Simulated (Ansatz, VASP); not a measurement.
**ZrB2 in VASP and in Ansatz**

File INCAR:

```
ALGO = Normal
EDIFF = 1E-6
ENCUT = 520
GGA = PE
ISIF = 2
ISMEAR = 0
LASPH = T
LCHARG = F
LREAL = F
LWAVE = F
NBANDS = 16
NELM = 80
PREC = Accurate
SIGMA = 0.019000000000000003
```

File KPOINTS:

```
k-points
0
Gamma
  10 10 8
```

Contents of POSCAR:

```
ZrB2
1.0
    3.1700000000      0.0000000000      0.0000000000
   -1.5850000000      2.7453005300      0.0000000000
    0.0000000000      0.0000000000      3.5330000000
Zr B
1 2
Direct
    0.0000000000      0.0000000000      0.0000000000
    0.6666666667      0.3333333333      0.5000000000
    0.3333333333      0.6666666667      0.5000000000
```

The input input.yaml:

```yaml
crystal:
  lattice:
    - [3.17, 0.0, 0.0]
    - [-1.585, 2.74530053, 0.0]
    - [0.0, 0.0, 3.533]
  atoms:
    - { symbol: Zr, position: [0.0, 0.0, 0.0] }
    - { symbol: B, position: [0.6666666667, 0.3333333333, 0.5] }
    - { symbol: B, position: [0.3333333333, 0.6666666667, 0.5] }
hamiltonian:
  xc: pbe
  pseudopotentials: { kind: paw }
kpoints:
  mp_grid: { grid: [10, 10, 8] }
scf:
  occupations: { method: gaussian, width: 0.019 }
output:
  forces: true
  stress: true
  eigenvalues: true
```

Alike in both runs: task single point; functional PBE; k mesh 10 × 10 × 8; occupations gaussian, width 0.019 eV; no spin polarisation.

|  | VASP | Ansatz |
| --- | --- | --- |
| version | VASP 6.6.1 | Ansatz 0.2.0 |
| potentials or method | VASP PAW PBE potentials, release 64 (Zr_sv, B) | Ansatz PAW |
| plane-wave cutoff (eV) | 520 | 420 |
| valence electrons in the cell | 18 | 18 |

|  | VASP | Ansatz | Ansatz less VASP |
| --- | --- | --- | --- |
| gap on the k mesh at the Fermi level (eV) | none | none | - |
| pressure (GPa) | 0.9 | 0.8 | -0.14 |
| traceless stress, the component that is largest in VASP (GPa) | 0.84 | 0.80 | -0.042 |

A gap of «none» marks a metal or a gap that the smearing closes.
